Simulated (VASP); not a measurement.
The system is Al2Ga3Sb3.

```xyz
8
Lattice="5.4511 0.0000 0.0000 -2.7255 4.7207 0.0000 0.0000 0.0000 8.4724" Properties=species:S:1:pos:R:3 pbc="T T T"
Al    2.7255    1.5736    6.3825
Al    2.7255    1.5736    2.0900
Ga    0.0000    3.1472    4.2362
Ga    2.7255    1.5736    0.0000
Ga    0.0000    0.0000    4.2362
Sb    0.0000    0.0000    2.3325
Sb    0.0000    0.0000    6.1399
Sb    0.0000    3.1472    0.0000
```

The cell was built from a structure type or drawn by symmetry, and may not be a known phase.

```yaml
Program: VASP 6.6.1
Task: relaxation of cell and atoms
Functional: PBE
Potentials_or_basis: VASP PAW PBE potentials, release 64 (Al, Ga_d, Sb)
Cutoff: 600 eV
k_mesh: 4 × 4 × 2
Occupations: gaussian, width 0.2 eV
Spin: no spin polarisation
```

At the start: pressure 20.0 GPa; volume 27.25 Å³/atom.

Task: How do energy, volume and symmetry change on relaxing?

Result: Over 27 steps the energy falls by 1541.0 meV/atom and the volume is 24.10 Å³/atom (-11.6 %); space group P-6m2 (No. 187, to 0.1 Å) before and after.

The path:
| step | energy change (eV) | largest force (eV/Å) | pressure (GPa) | volume (Å³) |
| --- | --- | --- | --- | --- |
| 1 | 0.0000 | 19.5276 | 20.00 | 218.02 |
| 2 | -7.6898 | 0.6656 | -6.40 | 317.05 |
| 3 | -8.0203 | 0.6087 | -6.52 | 310.53 |
| 4 | -8.2884 | 0.5623 | -6.61 | 304.82 |
| 5 | -9.8299 | 0.1651 | -6.29 | 262.97 |
| 6 | -10.0371 | 0.6410 | -3.38 | 240.89 |
| 7 | -10.0820 | 0.1903 | -5.10 | 249.93 |
| 8 | -10.0955 | 0.2963 | -4.68 | 247.11 |
| 9 | -10.0955 | 0.3337 | -4.53 | 246.23 |
| 10 | -10.9464 | 0.4034 | -2.69 | 221.72 |
| 11 | -11.3213 | 0.5446 | 0.37 | 202.50 |
| 12 | -11.3447 | 0.6385 | 2.06 | 195.36 |
| 13 | -11.5793 | 0.5199 | 1.74 | 195.89 |
| 14 | -11.7199 | 0.6349 | 2.38 | 195.57 |
| 15 | -11.7619 | 0.5842 | 1.98 | 195.91 |
| 16 | -11.8347 | 0.3654 | -1.00 | 207.99 |
| 17 | -11.8394 | 0.4072 | -0.46 | 205.49 |
| 18 | -11.8708 | 0.4140 | -0.46 | 204.87 |
| 19 | -11.9647 | 0.4316 | -0.44 | 202.99 |
| 20 | -12.1403 | 0.4086 | -0.29 | 199.24 |
| 21 | -12.2883 | 0.0455 | 0.77 | 191.82 |
| 22 | -12.2935 | 0.1366 | 0.45 | 193.35 |
| 23 | -12.3195 | 0.0618 | -0.62 | 195.94 |
| 24 | -12.3203 | 0.0673 | -0.46 | 195.55 |
| 25 | -12.3257 | 0.1318 | 0.16 | 192.31 |
| 26 | -12.3262 | 0.1175 | 0.03 | 192.97 |
| 27 | -12.3282 | 0.0704 | -0.01 | 192.77 |

Final structure:
```
Al Ga Sb
1.0
     4.56002    0.00000    0.00000
    -2.28001    3.94909    0.00000
     0.00000    0.00000   10.70476
Al Ga Sb
2 3 3
Direct
  0.66667 0.33333 0.65309
  0.66667 0.33333 0.34691
  0.33333 0.66667 0.50000
  0.66667 0.33333 0.00000
  0.00000 0.00000 0.50000
  0.00000 0.00000 0.22751
  0.00000 0.00000 0.77249
  0.33333 0.66667 0.00000
```

Caveat: the k points lie up to 0.40 Å⁻¹ apart in the final cell, too coarse for converged energies and pressures of a metal; a cell axis changed by over 15 % at a fixed basis, so the end point is rough; the relaxation stopped at a loose force limit of 0.08 eV/Å, so its end isn't a converged minimum.
